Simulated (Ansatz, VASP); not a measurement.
# One calculation of In3As, two programs

```
In As
1.0
     4.50244    0.00000    0.00000
     0.00000    4.50244    0.00000
     0.00000    0.00000    4.50244
In As
3 1
Direct
  0.00000 0.50000 0.50000
  0.50000 0.00000 0.50000
  0.50000 0.50000 0.00000
  0.00000 0.00000 0.00000
```

Alike in both runs: functional PBEsol; dispersion D3(BJ); k mesh 10 × 10 × 10; occupations gaussian, width 0.1 eV; no spin polarisation.

Ansatz relaxed the structure, and its values are those at the end. VASP's run is a single point on that final structure, the one shown.

|  | VASP | Ansatz |
| --- | --- | --- |
| version | VASP 6.6.1 | Ansatz 0.2.0 |
| potentials or method | VASP PAW PBE potentials, release 64 (In_d, As), cutoff 520 eV | scalar-relativistic, plane waves, PAW |
| valence electrons in the cell | 44 | 54 |

|  | VASP | Ansatz | Ansatz less VASP |
| --- | --- | --- | --- |
| gap on the k mesh at the Fermi level (eV) | none | none | - |
| pressure (GPa) | 0.0 | 0.0 | -0.02 |

VASP's potentials were made for PBE, not for PBEsol. A gap of «none» marks a metal or a gap that the smearing closes. VASP's potentials hold 44 valence electrons a cell and Ansatz's 54, so a difference there can come from the potentials and not from the codes.
